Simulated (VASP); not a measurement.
# NbTe (P-6m2) in VASP: a series of runs

Aim: see how the results for NbTe move with the level of theory and the settings. Levels: PBE, PBEsol. Tasks: single point.

Everything below comes from runs of VASP 6.6.1. Logs are shortened: lines on timing, memory, paths and dates and some standing lists are left out, and cuts for length are marked.

## Step 1: The cell of the first run

The structure is hexagonal, space group P-6m2 (No. 187). Conventional cell: a = 3.703 Å, b = 3.703 Å, c = 3.694 Å, α = 90.00°, β = 90.00°, γ = 120.00°. Nb (site symmetry -6m2) has 6 Te at 2.83 Å and 2 Nb at 3.69 Å within 3.7 Å. Te (site symmetry -6m2) has 6 Nb at 2.83 Å and 2 Te at 3.69 Å within 3.7 Å.

## Step 2: Single point, PBE

Input file INCAR:

```
PREC = Accurate
ENCUT = 520
EDIFF = 1E-6
ISMEAR = -4
SIGMA = 0.1
LREAL = F
LASPH = T
NELM = 100
ALGO = Normal
ISIF = 2
LWAVE = F
LCHARG = F
GGA = PE
NBANDS = 16
```

Input file KPOINTS:

```
regular mesh
0
Gamma
  6 6 4
```

Input file POSCAR:

```
NbTe
1.0
    3.7029743866      0.0000000000      0.0000000000
   -1.8514871933      3.2068698884      0.0000000000
    0.0000000000      0.0000000000      3.6942110000
Nb Te
1 1
Direct
    0.0000000000      0.0000000000      0.5000000000
    0.6666666667      0.3333333333      0.0000000000
```

Potentials or basis: VASP PAW PBE potentials, release 64 (Nb_sv, Te).

Launch:

```console
$ cat potpaw_PBE.64/Nb_sv/POTCAR potpaw_PBE.64/Te/POTCAR > POTCAR
$ mpirun -np 1 vasp_std > vasp.out
```

OUTCAR:

```text
PREC = Accurate
   ENCUT = 520
   EDIFF = 1E-6
   ISMEAR = -4
   LREAL = F
   LASPH = T
   NELM = 100
   ISIF = 2
   GGA = PE

 ion  position               nearest neighbor table
   1  0.000  0.000  0.500-   2 2.83   2 2.83   2 2.83   2 2.83   2 2.83   2 2.83
   2  0.667  0.333  0.000-   1 2.83   1 2.83   1 2.83   1 2.83   1 2.83   1 2.83

  LATTYP: Found a hexagonal cell.
 ALAT       =     3.7029743866
 C/A-ratio  =     0.9976334196

  Lattice vectors:

 A1 = (   3.7029743866,   0.0000000000,   0.0000000000)
 A2 = (  -1.8514871933,   3.2068698884,   0.0000000000)
 A3 = (   0.0000000000,   0.0000000000,   3.6942110000)

Analysis of symmetry for initial positions (statically):
=====================================================================
 Subroutine PRICEL returns:
 Original cell was already a primitive cell.

 Routine SETGRP: Setting up the symmetry group for a
 hexagonal supercell.

 Subroutine GETGRP returns: Found 12 space group operations
 (whereof 12 operations were pure point group operations)
 out of a pool of 24 trial point group operations.

The static configuration has the point symmetry D_3h.

Analysis of symmetry for dynamics (positions and initial velocities):
=====================================================================
 Subroutine PRICEL returns:
 Original cell was already a primitive cell.

 Routine SETGRP: Setting up the symmetry group for a
 hexagonal supercell.

 Subroutine GETGRP returns: Found 12 space group operations
 (whereof 12 operations were pure point group operations)
 out of a pool of 24 trial point group operations.

The dynamic configuration has the point symmetry D_3h.

 Subroutine INISYM returns: Found 12 space group operations
 (whereof 12 operations are pure point group operations),
 and found     1 'primitive' translations

----------------------------------------------------------------------------------------

                                     Primitive cell

  volume of cell :      43.8686

  direct lattice vectors                    reciprocal lattice vectors
     3.702974387  0.000000000  0.000000000     0.270053178  0.155915275  0.000000000
    -1.851487193  3.206869888  0.000000000     0.000000000  0.311830550  0.000000000
     0.000000000  0.000000000  3.694211000     0.000000000  0.000000000  0.270693796

  length of vectors
     3.702974387  3.702974387  3.694211000     0.311830550  0.311830550  0.270693796

  position of ions in fractional coordinates (direct lattice)
     0.000000000  0.000000000  0.500000000
     0.666666667  0.333333333  0.000000000

  ion indices of the primitive-cell ions
   primitive index   ion index
                 1           1
                 2           2

----------------------------------------------------------------------------------------

 KPOINTS: regular mesh

Automatic generation of k-mesh.
 Grid dimensions read from file:
 generate k-points for:    6    6    4

 Generating k-lattice:

  Cartesian coordinates                     Fractional coordinates (reciprocal lattice)
     0.045008863  0.025985879  0.000000000     0.166666667  0.000000000  0.000000000
     0.000000000  0.051971758  0.000000000     0.000000000  0.166666667  0.000000000
     0.000000000  0.000000000  0.067673449     0.000000000  0.000000000  0.250000000

  Length of vectors
     0.051971758  0.051971758  0.067673449

  Shift w.r.t. Gamma in fractional coordinates (k-lattice)
     0.000000000  0.000000000  0.000000000

 TETIRR: Found    142 inequivalent tetrahedra from      864

 Subroutine IBZKPT returns following result:
 ===========================================

 Found     21 irreducible k-points:

 Following reciprocal coordinates:
            Coordinates               Weight
  0.000000  0.000000  0.000000      1.000000
  0.166667 -0.000000  0.000000      6.000000
  0.333333  0.000000  0.000000      6.000000
  0.500000 -0.000000  0.000000      3.000000
  0.166667  0.166667  0.000000      6.000000
  0.333333  0.166667  0.000000     12.000000
[... 13 lines left out ...]
  0.333333  0.166667  0.500000     12.000000
  0.333333  0.333333  0.500000      2.000000
   k-points           NKPTS =     21   k-points in BZ     NKDIM =     21   number of bands    NBANDS=     16
   number of dos      NEDOS =    301   number of ions     NIONS =      2
   total plane-waves  NPLWV =  21952
   dimension x,y,z NGX =    28 NGY =   28 NGZ =   28
   dimension x,y,z NGXF=    56 NGYF=   56 NGZF=   56
   ions per type =               1   1
   NGX,Y,Z   is equivalent  to a cutoff of  12.57, 12.57, 12.60 a.u.
   NGXF,Y,Z  is equivalent  to a cutoff of  25.14, 25.14, 25.20 a.u.
 SYSTEM =  unknown system
   PREC   = accura    normal or accurate (medium, high low for compatibility)
   ISTART =      0    job   : 0-new  1-cont  2-samecut
   ICHARG =      2    charge: 1-file 2-atom 10-const
   ISPIN  =      1    spin polarized calculation?
   LNONCOLLINEAR =      F non collinear calculations
   LSORBIT =      F    spin-orbit coupling
   LASPH  =      T    aspherical Exc in radial PAW
   ENCUT  =  520.0 eV  38.22 Ry    6.18 a.u.   6.89  6.89  6.87*2*pi/ulx,y,z
   NELM   =    100;   NELMIN=  2; NELMDL= -5     # of ELM steps
   EDIFF  = 0.1E-05   stopping-criterion for ELM
   LREAL  =      F    real-space projection
   EDIFFG = 0.1E-04   stopping-criterion for IOM
   NSW    =      0    number of steps for IOM
   IBRION =     -1    ionic relax: 0-MD 1-quasi-New 2-CG
   NFREE  =      0    steps in history (QN), initial steepest desc. (CG)
   ISIF   =      2    stress and relaxation
   ISYM   =      2    0-nonsym 1-usesym 2-fastsym
   POTIM  = 0.5000    time-step for ionic-motion
   TEBEG  =    0.0;   TEEND  =   0.0 temperature during run
   PSTRESS=    0.0 pullay stress
   NELECT =      19.0000    total number of electrons
   NUPDOWN=      -1.0000    fix difference up-down
   EMIN   =  10.00;   EMAX   =-10.00  energy-range for DOS
   EFERMI =   0.00;   METHOD = LEGACY
   ISMEAR =    -4;   SIGMA  =   0.10  broadening in eV -4-tet -1-fermi 0-gaus
   EFERMI_NEDOS =   21; number of points for ismear=-14 and -15
   IALGO  =     38    algorithm
   IMIX   =      4    mixing-type and parameters
     AMIX     =   0.40;   BMIX     =  1.00
     AMIX_MAG =   1.60;   BMIX_MAG =  1.00
  volume/ion in A,a.u.               =      21.93       148.02
  Fermi-wavevector in a.u.,A,eV,Ry     =   1.238630  2.340671 20.874103  1.534203
  Thomas-Fermi vector in A             =   2.373147
   LORBIT       =      0    0 simple, 1 ext, 2 COOP (PROOUT), +10 PAW based schemes
   GGA     = PE    functional components
   LHFCALC =     F    Hartree Fock is set to
   AEXX    =    0.0000 exact exchange contribution
   IVDW    =     0    specifies the selected vdW correction
   LEPSILON=     F    determine dielectric tensor
   LRPA    =     F    only Hartree local field effects (RPA)
 non-spin polarized calculation
 Fermi weights with tetrahedron method witout Bloechl corrections
  energy-cutoff  :      520.00
  volume of cell :       43.87
 maximum number of plane-waves:      1200
 NGX is ok and might be reduce to    28
   NGX = 13   NGY = 13   NGZ = 13

 number of electron      18.9999998 magnetization

 Free energy of the ion-electron system (eV)
  ---------------------------------------------------
  ext. energy  EPLUGINS =         0.00000000
  ---------------------------------------------------
  free energy    TOTEN  =       -13.52767497 eV

  energy without entropy =      -13.52767497  energy(sigma->0) =      -13.52767497

 E-fermi :  11.0541     XC(G=0): -11.2750

 val. band max:       11.1757248254   @ k =   0.0000   0.0000   0.0000
 cond. band min:      11.1757248584   @ k =   0.0000   0.0000   0.0000
 fundamental gap:      0.0000000330
 Fermi energy:        11.0540507381

 k-point     1 :       0.0000    0.0000    0.0000
  band No.  band energies     occupation
      1     -44.5379      2.00000
      2     -20.7228      2.00000
      3     -20.5477      2.00000
      4     -20.5477      2.00000
      5      -3.2095      2.00000
      6       7.8838      2.00000
[... 8 lines left out ...]
     15      16.9500      0.00000
     16      18.0420      0.00000

 k-point     2 :       0.1667   -0.0000    0.0000
  band No.  band energies     occupation
      1     -44.5357      2.00000
      2     -20.7172      2.00000
      3     -20.5813      2.00000
      4     -20.5556      2.00000
      5      -2.8812      2.00000
      6       6.6567      2.00000
[... 8 lines left out ...]
     15      17.0136      0.00000
     16      19.2257      0.00000

 k-point     3 :       0.3333    0.0000    0.0000
  band No.  band energies     occupation
      1     -44.5313      2.00000
      2     -20.7060      2.00000
      3     -20.6478      2.00000
      4     -20.5714      2.00000
      5      -2.0789      2.00000
      6       4.7929      2.00000
[... 8 lines left out ...]
     15      17.8597      0.00000
     16      19.7038      0.00000

 k-point     4 :       0.5000   -0.0000    0.0000
  band No.  band energies     occupation
      1     -44.5291      2.00000
      2     -20.7004      2.00000
      3     -20.6806      2.00000
      4     -20.5794      2.00000
      5      -1.5462      2.00000
      6       3.8471      2.00000
[... 8 lines left out ...]
     15      16.7502      0.00000
     16      19.7806      0.00000
[... 267 lines left out ...]
 k-point    19 :       0.1667    0.1667    0.5000
  band No.  band energies     occupation
      1     -44.5273      2.00000
      2     -20.8124      2.00000
      3     -20.6086      2.00000
      4     -20.5606      2.00000
      5      -1.4768      2.00000
      6       4.4802      2.00000
[... 8 lines left out ...]
     15      17.1603      0.00000
     16      17.7679      0.00000

 k-point    20 :       0.3333    0.1667    0.5000
  band No.  band energies     occupation
      1     -44.5241      2.00000
      2     -20.7985      2.00000
      3     -20.6442      2.00000
      4     -20.5804      2.00000
      5      -1.1714      2.00000
      6       5.0835      2.00000
[... 8 lines left out ...]
     15      16.1951      0.00000
     16      17.1963      0.00000

 k-point    21 :       0.3333    0.3333    0.5000
  band No.  band energies     occupation
      1     -44.5230      2.00000
      2     -20.7938      2.00000
      3     -20.6310      2.00000
      4     -20.6122      2.00000
      5      -1.0452      2.00000
      6       4.7904      2.00000
[... 8 lines left out ...]
     15      14.8101      0.00000
     16      19.6721      0.00000

------------------------ aborting loop because EDIFF is reached ----------------------------------------

  FORCE on cell =-STRESS in cart. coord.  units (eV):
  Direction    XX          YY          ZZ          XY          YZ          ZX
  --------------------------------------------------------------------------------------
  -------------------------------------------------------------------------------------
  Total       -0.1641192     -0.1641192      0.1474744      0.0000000      0.0000000      0.0000000
  in kB       -5.9939942     -5.9939942      5.3860883      0.0000000      0.0000000      0.0000000
  external PRESSURE =      -2.2006334 kB  Pullay stress =       0.0000000 kB

 VOLUME and BASIS-vectors are now :
 -----------------------------------------------------------------------------
  energy-cutoff  :      520.00
  volume of cell :       43.87
      direct lattice vectors                 reciprocal lattice vectors
     3.702974387  0.000000000  0.000000000     0.270053178  0.155915275  0.000000000
    -1.851487193  3.206869888  0.000000000     0.000000000  0.311830550  0.000000000
     0.000000000  0.000000000  3.694211000     0.000000000  0.000000000  0.270693796

 POSITION                                       TOTAL-FORCE (eV/Angst)
 -----------------------------------------------------------------------------------
      0.00000      0.00000      1.84711         0.000000     -0.000000      0.000000
      1.85149      1.06896      0.00000        -0.000000      0.000000      0.000000
 -----------------------------------------------------------------------------------
    total drift:                               -0.000000      0.000000     -0.000000

  FREE ENERGIE OF THE ION-ELECTRON SYSTEM (eV)
  ---------------------------------------------------
  free  energy   TOTEN  =       -13.5276749707 eV

  energy  without entropy=      -13.5276749707  energy(sigma->0) =      -13.52767497
```

Wall time 13 s (1 thread of Intel Xeon 6975P-C, shared host); peak memory 0.16 GiB.

Results:

```yaml
Free_energy: -13.5277 eV
Pressure: -0.2 GPa
```

Stress tensor (GPa, compression positive):
```
-0.60  0.00  0.00
 0.00 -0.60  0.00
 0.00  0.00  0.54
```

Levels at points of the mesh, in eV from the Fermi level:
| k point | band 5 | band 6 | band 7 | band 8 | band 9 | band 10 | band 11 | band 12 | band 13 | band 14 |
| --- | --- | --- | --- | --- | --- | --- | --- | --- | --- | --- |
| (0.00, 0.00, 0.00) | -14.26 | -3.17 | -3.17 | -3.01 | -2.36 | 0.12 | 0.12 | 2.43 | 2.43 | 2.83 |
| (0.50, 0.00, 0.00) | -12.60 | -7.21 | -3.85 | -2.65 | -2.62 | -0.21 | 1.21 | 1.48 | 3.01 | 3.79 |
| (0.00, 0.00, 0.50) | -12.92 | -7.56 | -2.63 | -2.63 | -0.99 | -0.99 | 0.66 | 1.63 | 1.63 | 5.27 |
| (0.50, 0.00, 0.50) | -12.23 | -5.99 | -5.90 | -4.26 | -1.40 | 1.14 | 1.26 | 1.80 | 2.75 | 4.45 |

Caveat: the k points lie up to 0.43 Å⁻¹ apart; spin-orbit coupling is left out, which moves the levels of the heavy elements.

## Step 3: Single point, PBEsol

Input file INCAR:

```
  ALGO = Normal
  EDIFF = 1E-6
  ENCUT = 520
  GGA = PS
  ISIF = 2
  ISMEAR = 0
  LASPH = T
  LCHARG = F
  LREAL = F
  LWAVE = F
  NBANDS = 16
  NELM = 60
  PREC = Accurate
  SIGMA = 0.1
```

Input file KPOINTS:

```
k-points
0
Gamma
  6 6 4
```

POSCAR is that of step 2.

Potentials or basis: VASP PAW PBE potentials, release 64 (Nb_sv, Te).

Launch:

```console
$ cat potpaw_PBE.64/Nb_sv/POTCAR potpaw_PBE.64/Te/POTCAR > POTCAR
$ mpirun -np 1 vasp_std > vasp.out
```

Wall time 14 s (1 thread of Intel Xeon 6975P-C, shared host); peak memory 0.16 GiB.

The run converged. Its results:

* Free energy: -14.8735 eV
* Pressure: -5.3 GPa

Stress tensor (GPa, compression positive):
```
-5.82  0.00  0.00
 0.00 -5.82  0.00
 0.00  0.00 -4.27
```

Levels at points of the mesh, in eV from the Fermi level:
```
           k point  band 8  band 9  band 10  band 11  band 12  band 13
(0.00, 0.00, 0.00)   -3.09   -2.43     0.07     0.07     2.36     2.36
(0.50, 0.00, 0.00)   -2.74   -2.68    -0.26     1.14     1.41     2.94
(0.00, 0.00, 0.50)   -2.68   -1.07    -1.07     0.59     1.57     1.57
(0.50, 0.00, 0.50)   -4.32   -1.48     1.06     1.19     1.73     2.66
```

Caveat: the k points lie up to 0.43 Å⁻¹ apart; the PAW data sets were made with another functional, which shifts forces and pressure a little; spin-orbit coupling is left out, which moves the levels of the heavy elements.
